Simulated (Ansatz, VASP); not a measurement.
**MnHg: VASP beside Ansatz**

Contents of INCAR:

```
PREC = Accurate
ENCUT = 500
EDIFF = 1E-6
ISMEAR = 0
SIGMA = 0.1
LREAL = False
LASPH = True
NELM = 120
ALGO = Normal
ISIF = 2
LWAVE = False
LCHARG = True
GGA = PE
LELF = True
LVHAR = True
NBANDS = 20
GGA_COMPAT = False
```

KPOINTS

```
regular mesh
0
Gamma
  12 12 12
```

File POSCAR:

```
MnHg
1.0
    3.3150000000      0.0000000000      0.0000000000
    0.0000000000      3.3150000000      0.0000000000
    0.0000000000      0.0000000000      3.3150000000
Mn Hg
1 1
Direct
    0.5000000000      0.5000000000      0.5000000000
    0.0000000000      0.0000000000      0.0000000000
```

Input for Ansatz:

```yaml
crystal:
  lattice:
    - [3.315, 0.0, 0.0]
    - [0.0, 3.315, 0.0]
    - [0.0, 0.0, 3.315]
  atoms:
    - { symbol: Mn, position: [0.5, 0.5, 0.5] }
    - { symbol: Hg, position: [0.0, 0.0, 0.0] }
basis:
  ecutwfc: 420
kpoints:
  mp_grid: { grid: [12, 12, 12] }
hamiltonian:
  xc: pbe
scf:
  occupations: { method: gaussian, width: 0.1 }
  lower_state_search: "off"
output:
  forces: true
  stress: true
  eigenvalues: true
```

Alike in both runs: task single point; functional PBE; k mesh 12 × 12 × 12; occupations gaussian, width 0.1 eV; no spin polarisation.

|  | VASP | Ansatz |
| --- | --- | --- |
| version | VASP 6.6.1 | Ansatz 0.2.0 |
| potentials or method | VASP PAW PBE potentials, release 64 (Mn_pv, Hg), cutoff 500 eV | scalar-relativistic, plane waves, PAW |
| valence electrons in the cell | 25 | 35 |

Ansatz gave:

| Quantity | Value |
| --- | --- |
| gap on the k mesh at the Fermi level (eV) | none |
| pressure (GPa) | -15.1 |

Task: Estimate VASP's values.

Result: gap on the k mesh at the Fermi level (eV): none; pressure (GPa): -14.5.

A gap of «none» marks a metal or a gap that the smearing closes. The functional is the same, so the differences come from potentials, cutoffs and numerics. VASP's potentials hold 25 valence electrons a cell and Ansatz's 35, so a difference there can come from the potentials and not from the codes.

Neither program's run includes spin-orbit coupling.
